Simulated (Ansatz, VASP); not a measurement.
## One calculation of Au, two programs

```
Au
1.0
     2.86519    0.00000    0.00000
    -1.43260    2.48133    0.00000
     0.00000    0.00000    4.79058
Au
2
Cartesian
  0.0000 1.6542 3.5929
  1.4326 0.8271 1.1976
```

Alike in both runs: functional PBEsol; k mesh 18 × 18 × 10; occupations gaussian, width 0.1 eV; no spin polarisation.

Ansatz relaxed the structure, and its values are those at the end. VASP's run is a single point on that final structure, the one shown.

|  | VASP | Ansatz |
| --- | --- | --- |
| version | VASP 6.6.1 | Ansatz 0.2.0 |
| potentials or method | VASP PAW PBE potentials, release 64 (Au), cutoff 520 eV | scalar-relativistic, plane waves, PAW |
| valence electrons in the cell | 22 | 38 |

VASP gave:

```
gap on the k mesh at the Fermi level (eV) : none
pressure (GPa)                            : -0.3
```

Task: Estimate Ansatz's values.

Result: gap on the k mesh at the Fermi level (eV): none; pressure (GPa): 0.0.

VASP's potentials were made for PBE, not for PBEsol. A gap of «none» marks a metal or a gap that the smearing closes. VASP's potentials hold 22 valence electrons a cell and Ansatz's 38, so a difference there can come from the potentials and not from the codes.

Spin-orbit coupling is off throughout.
